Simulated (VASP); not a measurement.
The system is MgI2.

```
Mg I
1.0
     4.20720    0.00000    0.00000
    -2.10360    3.64354    0.00000
     0.00000    0.00000    7.60315
Mg I
1 2
Direct
  0.00000 0.00000 0.00000
  0.33333 0.66667 0.78587
  0.66667 0.33333 0.21413
```

This cell differs from its parent crystal: engineering shear strain xz +0.0000, normal strain along z -0.0267.

* Program: VASP 6.6.1
* Task: relaxation of the atoms
* Functional: PBE
* Potentials or basis: VASP PAW PBE potentials, release 64 (Mg, I)
* Cutoff: 520 eV
* k mesh: 6 × 6 × 4
* Occupations: gaussian, width 0.05 eV
* Spin: no spin polarisation

At the start: pressure 0.6 GPa; volume 38.85 Å³/atom.

Where does the relaxation end?

Over 3 steps the energy falls by 2.8 meV/atom at a fixed cell; space group P-3m1 (No. 164, to 0.1 Å) before and after.

The path:
| step | energy change (eV) | largest force (eV/Å) | pressure (GPa) |
| --- | --- | --- | --- |
| 1 | 0.0000 | 0.2063 | 0.60 |
| 2 | -0.0036 | 0.1555 | 0.46 |
| 3 | -0.0084 | 0.0076 | 0.04 |

Final structure:
```yaml
crystal:
  lattice:
    - [4.20720, 0.00000, 0.00000]
    - [-2.10360, 3.64354, 0.00000]
    - [0.00000, 0.00000, 7.60315]
  atoms:
    - { symbol: Mg, position: [0.00000, 0.00000, 0.00000] }
    - { symbol: I, position: [0.33333, 0.66667, 0.78063] }
    - { symbol: I, position: [0.66667, 0.33333, 0.21937] }
```

Caveat: the cell differs from its parent crystal (engineering shear strain xz +0.0000, normal strain along z -0.0267); this functional lacks dispersion, which binds layers or chains, so the pressure and a relaxed spacing across them are unreliable.
